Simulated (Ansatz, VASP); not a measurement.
Two plane-wave programs on MgC2

```
CELL_PARAMETERS angstrom
3.95078 0.00000 0.00000
0.00000 3.95078 0.00000
0.00000 0.00000 4.98709
ATOMIC_POSITIONS crystal
Mg 0.00000 0.00000 0.50000
Mg 0.50000 0.50000 0.00000
C 0.38766 0.61235 0.50000
C 0.61235 0.38766 0.50000
C 0.88765 0.88765 0.00000
C 0.11235 0.11235 0.00000
```

Alike in both runs: task single point; functional revPBE; dispersion D4; k mesh 7 × 7 × 6; occupations gaussian, width 0.01 eV; no spin polarisation.

|  | VASP | Ansatz |
| --- | --- | --- |
| version | VASP 6.6.1 | Ansatz 0.2.0 |
| potentials or method | VASP PAW PBE potentials, release 64 (Mg, C) | Ansatz PAW |
| plane-wave cutoff (eV) | 520 | 420 |
| valence electrons in the cell | 20 | 36 |

|  | VASP | Ansatz | Ansatz less VASP |
| --- | --- | --- | --- |
| gap on the k mesh at the Fermi level (eV) | 2.63 | 2.63 | 0.000 |
| least direct gap on the mesh (eV) | 3.00 | 2.99 | -0.005 |
| pressure (GPa) | -0.7 | -0.6 | +0.10 |
| traceless stress, the component that is largest in VASP (GPa) | 0.79 | 0.98 | +0.188 |
| rms of the force components (eV/Å) | 0.151 | 0.076 | -0.0755 |

VASP's potentials were made for PBE, not for revPBE. Atom by atom the forces differ by 0.076 eV/Å (rms over components). VASP's potentials hold 20 valence electrons a cell and Ansatz's 36, so a difference there can come from the potentials and not from the codes.

Noted on Ansatz's run: odd divisions of the mesh miss points on the zone boundary, where band edges often lie, so the gap on the mesh can be too wide.
